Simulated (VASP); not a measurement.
# MgB2 (P6/mmm) in VASP: a series of runs

The runs below take MgB2 through electric field gradients, with LDA.

Everything below comes from runs of VASP 6.6.1. Logs are shortened: lines on timing, memory, paths and dates and some standing lists are left out, and cuts for length are marked.

**1. The cell of the first run**

It takes space group P6/mmm (No. 191, hexagonal). The conventional cell has a = 2.992 Å, b = 2.992 Å, c = 3.523 Å, α = 90.00°, β = 90.00°, γ = 120.00°. Within 3.3 Å of Mg (site symmetry 6/mmm) lie 12 B at 2.47 Å and 6 Mg at 2.99 Å. Within 2.3 Å of B (site symmetry -6m2) lie 3 B at 1.73 Å.

**2. Electric field gradients, LDA (equal xx and yy strain of -3 %)**

The input, INCAR:

```
ALGO     = Normal         # electronic algorithm
EDIFF    = 1E-8           # SCF threshold, eV
ENCUT    = 520            # plane-wave cutoff, eV
GGA      = CA             # functional
ISIF     = 2              # what is computed and relaxed
ISMEAR   = -1             # smearing method
LASPH    = T              # aspherical terms in the spheres
LCHARG   = F              # write CHGCAR
LEFG     = T            
LREAL    = F              # projectors in reciprocal space
LWAVE    = F              # write WAVECAR
NBANDS   = 11             # bands
NELM     = 80             # most SCF steps
PREC     = Accurate       # precision mode
SIGMA    = 0.05           # smearing width, eV
```

The input, KPOINTS:

```
k-points
0
Gamma
  12 12 9
```

The input, POSCAR:

```
MgB2
1.0
    2.9924506843      0.0000000000      0.0000000000
   -1.4962253422      2.5915383122      0.0000000000
    0.0000000000      0.0000000000      3.5230000000
Mg B
1 2
Direct
    0.0000000000      0.0000000000      0.0000000000
    0.3333333333      0.6666666667      0.5000000000
    0.6666666667      0.3333333333      0.5000000000
```

Potentials or basis: VASP PAW LDA potentials, release 64 (Mg, B).

On the command line:

```
$ cat potpaw_LDA.64/Mg/POTCAR potpaw_LDA.64/B/POTCAR > POTCAR
$ mpirun -np 1 vasp_std > vasp.out
```

OUTCAR:

```text
EDIFF = 1E-8
   ENCUT = 520
   GGA = CA
   ISIF = 2
   ISMEAR = -1
   LASPH = T
   LREAL = F
   NELM = 80
   PREC = Accurate

 ion  position               nearest neighbor table
   1  0.000  0.000  0.000-   2 2.47   3 2.47   2 2.47   3 2.47   3 2.47   3 2.47   2 2.47   2 2.47
                             3 2.47   3 2.47   2 2.47   2 2.47
   2  0.333  0.667  0.500-   3 1.73   3 1.73   3 1.73   1 2.47   1 2.47   1 2.47   1 2.47   1 2.47
                             1 2.47
   3  0.667  0.333  0.500-   2 1.73   2 1.73   2 1.73   1 2.47   1 2.47   1 2.47   1 2.47   1 2.47
                             1 2.47

  LATTYP: Found a hexagonal cell.
 ALAT       =     2.9924506843
 C/A-ratio  =     1.1772959262

  Lattice vectors:

 A1 = (   2.9924506843,   0.0000000000,   0.0000000000)
 A2 = (  -1.4962253422,   2.5915383122,   0.0000000000)
 A3 = (   0.0000000000,   0.0000000000,   3.5230000000)

Analysis of symmetry for initial positions (statically):
=====================================================================
 Subroutine PRICEL returns:
 Original cell was already a primitive cell.

 Routine SETGRP: Setting up the symmetry group for a
 hexagonal supercell.

 Subroutine GETGRP returns: Found 24 space group operations
 (whereof 24 operations were pure point group operations)
 out of a pool of 24 trial point group operations.

The static configuration has the point symmetry D_6h.

Analysis of symmetry for dynamics (positions and initial velocities):
=====================================================================
 Subroutine PRICEL returns:
 Original cell was already a primitive cell.

 Routine SETGRP: Setting up the symmetry group for a
 hexagonal supercell.

 Subroutine GETGRP returns: Found 24 space group operations
 (whereof 24 operations were pure point group operations)
 out of a pool of 24 trial point group operations.

The dynamic configuration has the point symmetry D_6h.

 Subroutine INISYM returns: Found 24 space group operations
 (whereof 24 operations are pure point group operations),
 and found     1 'primitive' translations

[... 140 lines left out ...]
  free energy    TOTEN  =       -17.26626981 eV

  energy without entropy =      -17.26093176  energy(sigma->0) =      -17.26360078

 E-fermi :   5.6265     XC(G=0): -11.3288

 val. band max:        5.6162819053   @ k =   0.4167   0.0833   0.0000
 cond. band min:       5.6457571569   @ k =   0.0833   0.0000   0.1111
 fundamental gap:      0.0294752516
 Fermi energy:         5.6264854689

 k-point     1 :       0.0000    0.0000    0.0000
  band No.  band energies     occupation
      1      -7.0088      2.00000
      2       2.2953      2.00000
      3       6.2131      0.00002
      4       6.2131      0.00002
      5       6.9645      0.00000
      6      12.5256      0.00000
      7      12.5256      0.00000
      8      15.0714      0.00000
      9      16.2222      0.00000
     10      19.2619      0.00000
     11      22.1208      0.00000
[... 309 lines left out ...]
 k-point    24 :       0.3333    0.0000    0.1111
  band No.  band energies     occupation
      1      -4.9173      2.00000
      2       0.6835      2.00000
      3       3.5073      2.00000
      4       4.0228      2.00000
      5       9.4514      0.00000
      6      10.3184      0.00000
      7      11.6106      0.00000
      8      15.2797      0.00000
      9      18.2527      0.00000
     10      18.7239      0.00000
     11      19.0823      0.00000

 [... further k-points ...]
[... 5 lines left out ...]
  --------------------------------------------------------------------------------------
  -------------------------------------------------------------------------------------
  Total        1.1187274      1.1187274     -0.9402289     -0.0000000     -0.0000000     -0.0000000
  in kB       65.6050952     65.6050952    -55.1374778     -0.0000000     -0.0000000     -0.0000000
  external PRESSURE =      25.3575709 kB  Pullay stress =       0.0000000 kB

 VOLUME and BASIS-vectors are now :
 -----------------------------------------------------------------------------
  energy-cutoff  :      520.00
  volume of cell :       27.32
      direct lattice vectors                 reciprocal lattice vectors
     2.992450684  0.000000000  0.000000000     0.334174262  0.192935600  0.000000000
    -1.496225342  2.591538312  0.000000000     0.000000000  0.385871201  0.000000000
     0.000000000  0.000000000  3.523000000     0.000000000  0.000000000  0.283848992

 POSITION                                       TOTAL-FORCE (eV/Angst)
 -----------------------------------------------------------------------------------
      0.00000      0.00000      0.00000        -0.000000      0.000000      0.000000
     -0.00000      1.72769      1.76150         0.000000     -0.000000      0.000000
      1.49623      0.86385      1.76150        -0.000000      0.000000     -0.000000
 -----------------------------------------------------------------------------------
    total drift:                                0.000000     -0.000000      0.000000

  FREE ENERGIE OF THE ION-ELECTRON SYSTEM (eV)
  ---------------------------------------------------
  free  energy   TOTEN  =       -17.2662698080 eV

  energy  without entropy=      -17.2609317616  energy(sigma->0) =      -17.26360078

 Electric field gradients (V/A^2)
---------------------------------------------------------------------
 ion       V_xx      V_yy      V_zz      V_xy      V_xz      V_yz
---------------------------------------------------------------------
   1       0.162     0.162    -0.324     0.000    -0.000     0.000
   2     -10.348   -10.348    20.695    -0.000     0.000    -0.000
   3     -10.348   -10.348    20.695    -0.000     0.000     0.000
---------------------------------------------------------------------

 Electric field gradients after diagonalization (V/A^2)
 (convention: |V_zz| > |V_xx| > |V_yy|)
----------------------------------------------------------------------
 ion       V_xx      V_yy      V_zz     asymmetry (V_yy - V_xx)/ V_zz
----------------------------------------------------------------------
   1       0.162     0.162    -0.324       0.000
   2     -10.348   -10.348    20.695       0.000
   3     -10.348   -10.348    20.695       0.000
----------------------------------------------------------------------

           NMR quadrupolar parameters

 Cq : quadrupolar parameter    Cq=e*Q*V_zz/h
 eta: asymmetry parameters     (V_yy - V_xx)/ V_zz
 Q  : nuclear electric quadrupole moment in mb (millibarn)
----------------------------------------------------------------------
 ion       Cq(MHz)       eta       Q (mb)
----------------------------------------------------------------------
   1      -0.001       0.000       1.000
   2       0.050       0.000       1.000
   3       0.050       0.000       1.000
----------------------------------------------------------------------
```

stdout:

```text
POSCAR found type information on POSCAR MgB
 POSCAR found :  2 types and       3 ions
 scaLAPACK will be used
 LDA part: xc-table for (Slater(with rela. corr.)+CA(PZ))
 , standard interpolation
 POSCAR, INCAR and KPOINTS ok, starting setup
 FFT: planning ... GRIDC
 FFT: planning ... GRID_SOFT
 FFT: planning ... GRID
 WAVECAR not read
 entering main loop
ion   1

ion   2

ion   3
```

It took 41 s on 1 thread of AMD EPYC 7R43 (Zen 3), shared host; peak memory 0.11 GiB.

Results:

| Quantity | Value |
| --- | --- |
| Free energy | -17.2663 eV |
| Pressure | 2.5 GPa |
| Band gap on the k mesh | zero (band 4 reaches 7.37 eV, above the bottom of band 5 at 3.71 eV) |

Levels at points of the mesh, in eV from the Fermi level:
```tsv
k point	band 1	band 2	band 3	band 4	band 5	band 6	band 7	band 8
(0.00, 0.00, 0.00)	-12.64	-3.33	0.59	0.59	1.34	6.90	6.90	9.44
(0.50, 0.00, 0.00)	-8.47	-7.95	-2.11	0.04	3.07	4.29	5.24	7.39
```

Electric field gradients, principal values (V/Å²):
| atom | least | middle | greatest (by size) |
| --- | --- | --- | --- |
| 1 Mg | 0.162 | 0.162 | -0.324 |
| 2 B | -10.348 | -10.348 | 20.695 |
| 3 B | -10.348 | -10.348 | 20.695 |

Caveat: the cell differs from its parent crystal (equal xx and yy strain of -3 %); without QUAD_EFG the Cq values of the log hold for a quadrupole moment of 1 mb, not for the nuclei.

**3. Electric field gradients, LDA (equal xx and yy strain of -3 %)**

The input, INCAR:

```
SYSTEM = MgB2
ALGO     = Normal         ! electronic algorithm
EDIFF    = 1E-8           ! SCF threshold, eV
ENCUT    = 520            ! plane-wave cutoff, eV
GGA      = CA             ! functional
ISIF     = 2              ! what is computed and relaxed
ISMEAR   = -1             ! smearing method
LASPH    = .TRUE.         ! aspherical terms in the spheres
LCHARG   = .FALSE.        ! write CHGCAR
LEFG     = .TRUE.       
LREAL    = .FALSE.        ! projectors in reciprocal space
LWAVE    = .FALSE.        ! write WAVECAR
NBANDS   = 11             ! bands
NELM     = 60             ! most SCF steps
PREC     = Accurate       ! precision mode
SIGMA    = 0.05           ! smearing width, eV
```

The input, KPOINTS:

```
k-points
0
G
  12 12 9
  0 0 0
```

POSCAR is that of step 2.

Potentials or basis: VASP PAW LDA potentials, release 64 (Mg, B).

On the command line:

```
$ cat potpaw_LDA.64/Mg/POTCAR potpaw_LDA.64/B/POTCAR > POTCAR
$ mpirun -np 1 vasp_std > vasp.out
```

OUTCAR:

```text
SYSTEM = MgB2
   EDIFF = 1E-8
   ENCUT = 520
   GGA = CA
   ISIF = 2
   ISMEAR = -1
   LASPH = .TRUE.
   LREAL = .FALSE.
   NELM = 60
   PREC = Accurate

 ion  position               nearest neighbor table
   1  0.000  0.000  0.000-   2 2.47   3 2.47   2 2.47   3 2.47   3 2.47   3 2.47   2 2.47   2 2.47
                             3 2.47   3 2.47   2 2.47   2 2.47
   2  0.333  0.667  0.500-   3 1.73   3 1.73   3 1.73   1 2.47   1 2.47   1 2.47   1 2.47   1 2.47
                             1 2.47
   3  0.667  0.333  0.500-   2 1.73   2 1.73   2 1.73   1 2.47   1 2.47   1 2.47   1 2.47   1 2.47
[... 565 lines left out ...]

 Electric field gradients (V/A^2)
---------------------------------------------------------------------
 ion       V_xx      V_yy      V_zz      V_xy      V_xz      V_yz
---------------------------------------------------------------------
   1       0.162     0.162    -0.324     0.000    -0.000     0.000
   2     -10.348   -10.348    20.695    -0.000     0.000    -0.000
   3     -10.348   -10.348    20.695    -0.000     0.000     0.000
---------------------------------------------------------------------

 Electric field gradients after diagonalization (V/A^2)
 (convention: |V_zz| > |V_xx| > |V_yy|)
----------------------------------------------------------------------
 ion       V_xx      V_yy      V_zz     asymmetry (V_yy - V_xx)/ V_zz
----------------------------------------------------------------------
   1       0.162     0.162    -0.324       0.000
   2     -10.348   -10.348    20.695       0.000
   3     -10.348   -10.348    20.695       0.000
----------------------------------------------------------------------

           NMR quadrupolar parameters

 Cq : quadrupolar parameter    Cq=e*Q*V_zz/h
 eta: asymmetry parameters     (V_yy - V_xx)/ V_zz
 Q  : nuclear electric quadrupole moment in mb (millibarn)
----------------------------------------------------------------------
 ion       Cq(MHz)       eta       Q (mb)
----------------------------------------------------------------------
   1      -0.001       0.000       1.000
   2       0.050       0.000       1.000
   3       0.050       0.000       1.000
----------------------------------------------------------------------
```

OSZICAR:

```text
N       E                     dE             d eps       ncg     rms          rms(c)
DAV:   1     0.310030816188E+01    0.31003E+01   -0.39128E+03  2226   0.618E+02
DAV:   2    -0.188898033375E+02   -0.21990E+02   -0.20715E+02  2592   0.110E+02
DAV:   3    -0.194490437120E+02   -0.55924E+00   -0.55688E+00  2767   0.148E+01
DAV:   4    -0.194501643931E+02   -0.11207E-02   -0.11206E-02  2404   0.725E-01
DAV:   5    -0.194501679898E+02   -0.35966E-05   -0.35970E-05  2636   0.425E-02    0.567E+00
DAV:   6    -0.175498933220E+02    0.19003E+01   -0.26125E+00  2354   0.735E+00    0.244E+00
DAV:   7    -0.172768459556E+02    0.27305E+00   -0.11720E+00  2468   0.492E+00    0.734E-01
DAV:   8    -0.172809581107E+02   -0.41122E-02   -0.16290E-01  2309   0.208E+00    0.464E-01
DAV:   9    -0.172667333411E+02    0.14225E-01   -0.31979E-02  2318   0.800E-01    0.939E-02
DAV:  10    -0.172662726589E+02    0.46068E-03   -0.25229E-03  2556   0.262E-01    0.195E-02
DAV:  11    -0.172662701864E+02    0.24725E-05   -0.55224E-05  2309   0.502E-02    0.328E-03
DAV:  12    -0.172662701440E+02    0.42458E-07   -0.44027E-06  2468   0.933E-03    0.275E-03
DAV:  13    -0.172662698085E+02    0.33548E-06   -0.10198E-06  2339   0.490E-03    0.308E-04
DAV:  14    -0.172662698080E+02    0.51887E-09   -0.28503E-08  2505   0.110E-03
   1 F= -.17266270E+02 E0= -.17263601E+02  d E =-.533805E-02
```

stdout:

```text
POSCAR found type information on POSCAR MgB
 POSCAR found :  2 types and       3 ions
 scaLAPACK will be used
 LDA part: xc-table for (Slater(with rela. corr.)+CA(PZ))
 , standard interpolation
 POSCAR, INCAR and KPOINTS ok, starting setup
 FFT: planning ... GRIDC
 FFT: planning ... GRID_SOFT
 FFT: planning ... GRID
 WAVECAR not read
 entering main loop
ion   1

ion   2

ion   3
```

It took 37 s on 1 thread of AMD EPYC 7R43 (Zen 3), shared host; peak memory 0.11 GiB.

Results:

```
Free energy            : -17.2663 eV
Pressure               : 2.5 GPa
Band gap on the k mesh : zero (band 4 reaches 7.37 eV, above the bottom of band 5 at 3.71 eV)
```

Stress tensor (GPa, compression positive):
```
 6.56  0.00  0.00
 0.00  6.56  0.00
 0.00  0.00 -5.51
```

Electric field gradients, principal values (V/Å²):
| atom | least | middle | greatest (by size) |
| --- | --- | --- | --- |
| 1 Mg | 0.162 | 0.162 | -0.324 |
| 2 B | -10.348 | -10.348 | 20.695 |
| 3 B | -10.348 | -10.348 | 20.695 |

Caveat: the cell differs from its parent crystal (equal xx and yy strain of -3 %); without QUAD_EFG the Cq values of the log hold for a quadrupole moment of 1 mb, not for the nuclei.

(Part 1 of 3 ends here.)
